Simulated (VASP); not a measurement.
# Si5Se (P6/mmm) in VASP: single point with PBE

Aim: the single point of Si5Se with PBE.

All numbers are computed with VASP 6.6.1; they aren't measurements. Logs are shortened: lines on timing, memory, paths and dates and some standing lists are left out, and cuts for length are marked.

### 1 The cell of the first run

Symmetry: P6/mmm, No. 191, hexagonal system. Conventional cell: a = 5.318 Å, b = 5.318 Å, c = 4.248 Å, α = 90.00°, β = 90.00°, γ = 120.00°. Within 3.5 Å of Si (site symmetry mmm) lie 8 Si at 2.62 to 2.66 Å and 4 Se at 3.40 Å. Within 3.5 Å of Si (site symmetry -6m2) lie 9 Si at 2.62 to 3.07 Å and 3 Se at 3.07 Å. Se (site symmetry 6/mmm) has 18 Si at 3.07 to 3.40 Å within 4.0 Å.

### 2 Single point, PBE

File INCAR:

```
ALGO = Normal
EDIFF = 1E-7
ENCUT = 520
GGA = PE
ISIF = 2
ISMEAR = 0
LASPH = T
LCHARG = F
LREAL = F
LWAVE = F
NBANDS = 22
NELM = 60
PREC = Accurate
SIGMA = 0.1
```

File KPOINTS:

```
k-points
0
Gamma
  6 6 4
```

File POSCAR:

```
Si5Se
1.0
    5.3184849100      0.0000000000      0.0000000000
   -2.6592424600      4.6059430400      0.0000000000
    0.0000000000      0.0000000000      4.2476732000
Si Se
5 1
Direct
    0.0000000000      0.5000000000      0.5000000000
    0.3333333300      0.6666666700      0.0000000000
    0.6666666700      0.3333333300      0.0000000000
    0.5000000000      0.0000000000      0.5000000000
    0.5000000000      0.5000000000      0.5000000000
    0.0000000000      0.0000000000      0.0000000000
```

Potentials or basis: VASP PAW PBE potentials, release 64 (Si, Se).

The run is started by

```console
> cat potpaw_PBE.64/Si/POTCAR potpaw_PBE.64/Se/POTCAR > POTCAR
> mpirun -np 1 vasp_std > vasp.out
```

OUTCAR:

```text
EDIFF = 1E-7
   ENCUT = 520
   GGA = PE
   ISIF = 2
   ISMEAR = 0
   LASPH = T
   LREAL = F
   NELM = 60
   PREC = Accurate

 ion  position               nearest neighbor table
   1  0.000  0.500  0.500-   2 2.62   3 2.62   2 2.62   3 2.62   4 2.66   4 2.66   5 2.66   5 2.66

   2  0.333  0.667  0.000-   1 2.62   1 2.62   4 2.62   4 2.62   5 2.62   5 2.62   3 3.07   3 3.07
                             3 3.07
   3  0.667  0.333  0.000-   1 2.62   1 2.62   4 2.62   4 2.62   5 2.62   5 2.62   2 3.07   2 3.07
                             2 3.07
   4  0.500  0.000  0.500-   2 2.62   3 2.62   2 2.62   3 2.62   1 2.66   1 2.66   5 2.66   5 2.66

   5  0.500  0.500  0.500-   2 2.62   3 2.62   2 2.62   3 2.62   1 2.66   1 2.66   4 2.66   4 2.66

   6  0.000  0.000  0.000-

  LATTYP: Found a hexagonal cell.
 ALAT       =     5.3184849100
 C/A-ratio  =     0.7986622641

  Lattice vectors:

 A1 = (   5.3184849100,   0.0000000000,   0.0000000000)
 A2 = (  -2.6592424600,   4.6059430400,   0.0000000000)
 A3 = (   0.0000000000,   0.0000000000,   4.2476732000)

Analysis of symmetry for initial positions (statically):
=====================================================================
 Subroutine PRICEL returns:
 Original cell was already a primitive cell.

 Routine SETGRP: Setting up the symmetry group for a
 hexagonal supercell.

 Subroutine GETGRP returns: Found 24 space group operations
 (whereof 24 operations were pure point group operations)
 out of a pool of 24 trial point group operations.

The static configuration has the point symmetry D_6h.

Analysis of symmetry for dynamics (positions and initial velocities):
=====================================================================
 Subroutine PRICEL returns:
 Original cell was already a primitive cell.

 Routine SETGRP: Setting up the symmetry group for a
 hexagonal supercell.

 Subroutine GETGRP returns: Found 24 space group operations
 (whereof 24 operations were pure point group operations)
 out of a pool of 24 trial point group operations.

The dynamic configuration has the point symmetry D_6h.

 Subroutine INISYM returns: Found 24 space group operations
 (whereof 24 operations are pure point group operations),
 and found     1 'primitive' translations

----------------------------------------------------------------------------------------

                                     Primitive cell

  volume of cell :     104.0537

  direct lattice vectors                    reciprocal lattice vectors
     5.318484910  0.000000000  0.000000000     0.188023472  0.108555403  0.000000000
    -2.659242460  4.605943040  0.000000000     0.000000000  0.217110805  0.000000000
     0.000000000  0.000000000  4.247673200     0.000000000  0.000000000  0.235423008

  length of vectors
     5.318484910  5.318484911  4.247673200     0.217110805  0.217110805  0.235423008

  position of ions in fractional coordinates (direct lattice)
     0.000000000  0.500000000  0.500000000
     0.333333330  0.666666670  0.000000000
     0.666666670  0.333333330  0.000000000
     0.500000000  0.000000000  0.500000000
     0.500000000  0.500000000  0.500000000
     0.000000000  0.000000000  0.000000000

  ion indices of the primitive-cell ions
   primitive index   ion index
                 1           1
                 2           2
                 3           3
                 4           4
                 5           5
                 6           6

----------------------------------------------------------------------------------------

 KPOINTS: k-points

Automatic generation of k-mesh.
 Grid dimensions read from file:
 generate k-points for:    6    6    4

 Generating k-lattice:

  Cartesian coordinates                     Fractional coordinates (reciprocal lattice)
     0.031337245  0.018092567  0.000000000     0.166666667  0.000000000  0.000000000
     0.000000000  0.036185134  0.000000000     0.000000000  0.166666667  0.000000000
     0.000000000  0.000000000  0.058855752     0.000000000  0.000000000  0.250000000

  Length of vectors
     0.036185134  0.036185134  0.058855752

  Shift w.r.t. Gamma in fractional coordinates (k-lattice)
     0.000000000  0.000000000  0.000000000

 Subroutine IBZKPT returns following result:
 ===========================================

 Found     21 irreducible k-points:

 Following reciprocal coordinates:
            Coordinates               Weight
  0.000000  0.000000  0.000000      1.000000
  0.166667  0.000000  0.000000      6.000000
  0.333333  0.000000  0.000000      6.000000
  0.500000 -0.000000  0.000000      3.000000
  0.166667  0.166667  0.000000      6.000000
  0.333333  0.166667  0.000000     12.000000
[... 13 lines left out ...]
  0.333333  0.166667  0.500000     12.000000
  0.333333  0.333333  0.500000      2.000000
   k-points           NKPTS =     21   k-points in BZ     NKDIM =     21   number of bands    NBANDS=     22
   number of dos      NEDOS =    301   number of ions     NIONS =      6
   total plane-waves  NPLWV =  51200
   dimension x,y,z NGX =    40 NGY =   40 NGZ =   32
   dimension x,y,z NGXF=    80 NGYF=   80 NGZF=   64
   ions per type =               5   1
   NGX,Y,Z   is equivalent  to a cutoff of  12.50, 12.50, 12.52 a.u.
   NGXF,Y,Z  is equivalent  to a cutoff of  25.01, 25.01, 25.05 a.u.
 SYSTEM =  unknown system
   PREC   = accura    normal or accurate (medium, high low for compatibility)
   ISTART =      0    job   : 0-new  1-cont  2-samecut
   ICHARG =      2    charge: 1-file 2-atom 10-const
   ISPIN  =      1    spin polarized calculation?
   LNONCOLLINEAR =      F non collinear calculations
   LSORBIT =      F    spin-orbit coupling
   LASPH  =      T    aspherical Exc in radial PAW
   ENCUT  =  520.0 eV  38.22 Ry    6.18 a.u.   9.89  9.89  7.90*2*pi/ulx,y,z
   NELM   =     60;   NELMIN=  2; NELMDL= -5     # of ELM steps
   EDIFF  = 0.1E-06   stopping-criterion for ELM
   LREAL  =      F    real-space projection
   EDIFFG = 0.1E-05   stopping-criterion for IOM
   NSW    =      0    number of steps for IOM
   IBRION =     -1    ionic relax: 0-MD 1-quasi-New 2-CG
   NFREE  =      0    steps in history (QN), initial steepest desc. (CG)
   ISIF   =      2    stress and relaxation
   ISYM   =      2    0-nonsym 1-usesym 2-fastsym
   POTIM  = 0.5000    time-step for ionic-motion
   TEBEG  =    0.0;   TEEND  =   0.0 temperature during run
   PSTRESS=    0.0 pullay stress
   NELECT =      26.0000    total number of electrons
   NUPDOWN=      -1.0000    fix difference up-down
   EMIN   =  10.00;   EMAX   =-10.00  energy-range for DOS
   EFERMI =   0.00;   METHOD = LEGACY
   ISMEAR =     0;   SIGMA  =   0.10  broadening in eV -4-tet -1-fermi 0-gaus
   EFERMI_NEDOS =   21; number of points for ismear=-14 and -15
   IALGO  =     38    algorithm
   IMIX   =      4    mixing-type and parameters
     AMIX     =   0.40;   BMIX     =  1.00
     AMIX_MAG =   1.60;   BMIX_MAG =  1.00
  volume/ion in A,a.u.               =      17.34       117.03
  Fermi-wavevector in a.u.,A,eV,Ry     =   1.031130  1.948553 14.466109  1.063229
  Thomas-Fermi vector in A             =   2.165263
   LORBIT       =      0    0 simple, 1 ext, 2 COOP (PROOUT), +10 PAW based schemes
   GGA     = PE    functional components
   LHFCALC =     F    Hartree Fock is set to
   AEXX    =    0.0000 exact exchange contribution
   IVDW    =     0    specifies the selected vdW correction
   LEPSILON=     F    determine dielectric tensor
   LRPA    =     F    only Hartree local field effects (RPA)
 non-spin polarized calculation
 Gauss-broadening in eV      SIGMA  =   0.10
  energy-cutoff  :      520.00
  volume of cell :      104.05
 maximum number of plane-waves:      2838
 NGX is ok and might be reduce to    40
   NGX = 19   NGY = 19   NGZ = 15

 number of electron      26.0000001 magnetization

 Free energy of the ion-electron system (eV)
  ---------------------------------------------------
  ext. energy  EPLUGINS =         0.00000000
  ---------------------------------------------------
  free energy    TOTEN  =       -26.99714333 eV

  energy without entropy =      -26.97744354  energy(sigma->0) =      -26.98729343

 E-fermi :   7.4906     XC(G=0): -10.5010

 val. band max:        7.4838356442   @ k =   0.1667   0.1667   0.2500
 cond. band min:       7.5555647618   @ k =   0.1667   0.0000   0.0000
 fundamental gap:      0.0717291176
 Fermi energy:         7.4905612350

 k-point     1 :       0.0000    0.0000    0.0000
  band No.  band energies     occupation
      1      -6.5439      2.00000
      2      -3.4850      2.00000
      3      -0.8286      2.00000
      4       0.7985      2.00000
      5       0.7985      2.00000
      6       1.9172      2.00000
[... 14 lines left out ...]
     21      12.2621      0.00000
     22      12.2999      0.00000

 k-point     2 :       0.1667    0.0000    0.0000
  band No.  band energies     occupation
      1      -6.3830      2.00000
      2      -3.6452      2.00000
      3      -1.6684      2.00000
      4       0.4447      2.00000
      5       1.3809      2.00000
      6       2.0758      2.00000
[... 14 lines left out ...]
     21      11.9845      0.00000
     22      12.7233      0.00000

 k-point     3 :       0.3333    0.0000    0.0000
  band No.  band energies     occupation
      1      -5.9284      2.00000
      2      -4.1412      2.00000
      3      -2.6161      2.00000
      4       0.0186      2.00000
      5       2.2419      2.00000
      6       2.5313      2.00000
[... 14 lines left out ...]
     21      12.4803      0.00000
     22      13.2179      0.00000
[... 401 lines left out ...]
 k-point    20 :       0.3333    0.1667    0.5000
  band No.  band energies     occupation
      1      -5.1019      2.00000
      2      -3.0743      2.00000
      3      -2.0904      2.00000
      4      -1.8959      2.00000
      5      -0.9155      2.00000
      6       0.9920      2.00000
[... 14 lines left out ...]
     21      13.2645      0.00000
     22      13.4033      0.00000

 k-point    21 :       0.3333    0.3333    0.5000
  band No.  band energies     occupation
      1      -5.0330      2.00000
      2      -2.5117      2.00000
      3      -2.5117      2.00000
      4      -1.7128      2.00000
      5      -1.7128      2.00000
      6       0.6049      2.00000
[... 14 lines left out ...]
     21      12.7378      0.00000
     22      12.7378      0.00000

------------------------ aborting loop because EDIFF is reached ----------------------------------------

  FORCE on cell =-STRESS in cart. coord.  units (eV):
  Direction    XX          YY          ZZ          XY          YZ          ZX
  --------------------------------------------------------------------------------------
  -------------------------------------------------------------------------------------
  Total       -2.2084094     -2.2084094      0.6767703      0.0000000     -0.0000000      0.0000000
  in kB      -34.0042020    -34.0042020     10.4206372      0.0000000     -0.0000000      0.0000000
  external PRESSURE =     -19.1959223 kB  Pullay stress =       0.0000000 kB

 VOLUME and BASIS-vectors are now :
 -----------------------------------------------------------------------------
  energy-cutoff  :      520.00
  volume of cell :      104.05
      direct lattice vectors                 reciprocal lattice vectors
     5.318484910  0.000000000  0.000000000     0.188023472  0.108555403  0.000000000
    -2.659242460  4.605943040  0.000000000     0.000000000  0.217110805  0.000000000
     0.000000000  0.000000000  4.247673200     0.000000000  0.000000000  0.235423008

 POSITION                                       TOTAL-FORCE (eV/Angst)
 -----------------------------------------------------------------------------------
     -1.32962      2.30297      2.12384         0.000000      0.000000      0.000000
     -0.00000      3.07063      0.00000         0.000000     -0.000000      0.000000
      2.65924      1.53531      0.00000        -0.000000      0.000000      0.000000
      2.65924      0.00000      2.12384         0.000000      0.000000      0.000000
      1.32962      2.30297      2.12384        -0.000000      0.000000      0.000000
      0.00000      0.00000      0.00000         0.000000      0.000000      0.000000
 -----------------------------------------------------------------------------------
    total drift:                               -0.000000     -0.000000     -0.000000

  FREE ENERGIE OF THE ION-ELECTRON SYSTEM (eV)
  ---------------------------------------------------
  free  energy   TOTEN  =       -26.9971433310 eV

  energy  without entropy=      -26.9774435361  energy(sigma->0) =      -26.98729343
```

Wall time 17 s (1 thread of Intel Xeon 6975P-C (Granite Rapids), shared host); peak memory 0.22 GiB.

Results:

```yaml
Free_energy: -26.9971 eV
Pressure: -1.9 GPa
Band_gap_on_the_k_mesh: zero (band 13 reaches 9.07 eV, above the bottom of band 14 at 5.21 eV)
```

Stress tensor (GPa, compression positive):
```
-3.40  0.00  0.00
 0.00 -3.40  0.00
 0.00  0.00  1.04
```

Levels at points of the mesh, in eV from the Fermi level:
| k point | band 10 | band 11 | band 12 | band 13 | band 14 | band 15 | band 16 | band 17 |
| --- | --- | --- | --- | --- | --- | --- | --- | --- |
| (0.00, 0.00, 0.00) | -0.97 | -0.45 | -0.22 | 0.46 | 0.46 | 0.56 | 0.56 | 1.49 |
| (0.50, 0.00, 0.00) | -1.88 | -1.83 | -1.18 | -0.75 | 0.15 | 0.33 | 0.41 | 0.62 |
| (0.00, 0.00, 0.50) | -3.67 | -3.67 | -2.63 | -2.63 | -2.28 | 3.59 | 4.37 | 4.46 |
| (0.50, 0.00, 0.50) | -0.95 | -0.50 | -0.38 | 0.10 | 0.59 | 1.69 | 1.77 | 1.77 |

Caveat: the k points lie up to 0.37 Å⁻¹ apart.
